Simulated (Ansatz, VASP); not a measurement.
**One calculation of Ru, two programs**

The input INCAR:

```
SYSTEM = Ru
  PREC = Accurate
  ENCUT = 500
  EDIFF = 1E-6
  ISMEAR = 0
  SIGMA = 0.1
  LREAL = .FALSE.
  LASPH = .TRUE.
  NELM = 120
  ALGO = Normal
  ISIF = 2
  LWAVE = .FALSE.
  LCHARG = .FALSE.
  GGA = PS
  NBANDS = 36
  GGA_COMPAT = .FALSE.
```

KPOINTS

```
Automatic mesh
0
G
  9 9 2
  0 0 0
```

File POSCAR:

```
Ru
1.0
    2.7485537587      0.0000000000      0.0000000000
   -1.3742768793      2.3803173787      0.0000000000
    0.0000000000      0.0000000000      8.8646283618
Ru
4
Direct
    0.0000000000      0.0000000000      0.0000000000
    0.0000000000      0.0000000000      0.5000000000
    0.3333333333      0.6666666667      0.7500000000
    0.6666666667      0.3333333333      0.2500000000
```

Input for Ansatz:

```yaml
crystal:
  lattice:
    - [2.7485537587, 0.0, 0.0]
    - [-1.3742768793, 2.3803173787, 0.0]
    - [0.0, 0.0, 8.8646283618]
  atoms:
    - { symbol: Ru, position: [0.0, 0.0, 0.0] }
    - { symbol: Ru, position: [0.0, 0.0, 0.5] }
    - { symbol: Ru, position: [0.3333333333, 0.6666666667, 0.75] }
    - { symbol: Ru, position: [0.6666666667, 0.3333333333, 0.25] }
basis:
  ecutwfc: 420
kpoints:
  mp_grid: { grid: [9, 9, 2] }
hamiltonian:
  xc: pbesol
scf:
  occupations: { method: gaussian, width: 0.1 }
  lower_state_search: "off"
output:
  forces: true
  stress: true
  eigenvalues: true
```

Alike in both runs: task single point; functional PBEsol; k mesh 9 × 9 × 2; occupations gaussian, width 0.1 eV; no spin polarisation.

|  | VASP | Ansatz |
| --- | --- | --- |
| version | VASP 6.6.1 | Ansatz 0.2.0 |
| potentials or method | VASP PAW PBE potentials, release 64 (Ru_pv), cutoff 500 eV | scalar-relativistic, plane waves, PAW |
| valence electrons in the cell | 56 | 64 |

Ansatz gave:

| Item | Value |
| --- | --- |
| gap on the k mesh at the Fermi level (eV) | none |
| pressure (GPa) | -23.2 |
| traceless stress, the component that is largest in VASP (GPa) | 1.13 |

Which values does VASP return?

gap on the k mesh at the Fermi level (eV): none; pressure (GPa): -23.3; traceless stress, the component that is largest in VASP (GPa): 1.13.

VASP's potentials were made for PBE, not for PBEsol. A gap of «none» marks a metal or a gap that the smearing closes. VASP's potentials hold 56 valence electrons a cell and Ansatz's 64, so a difference there can come from the potentials and not from the codes.
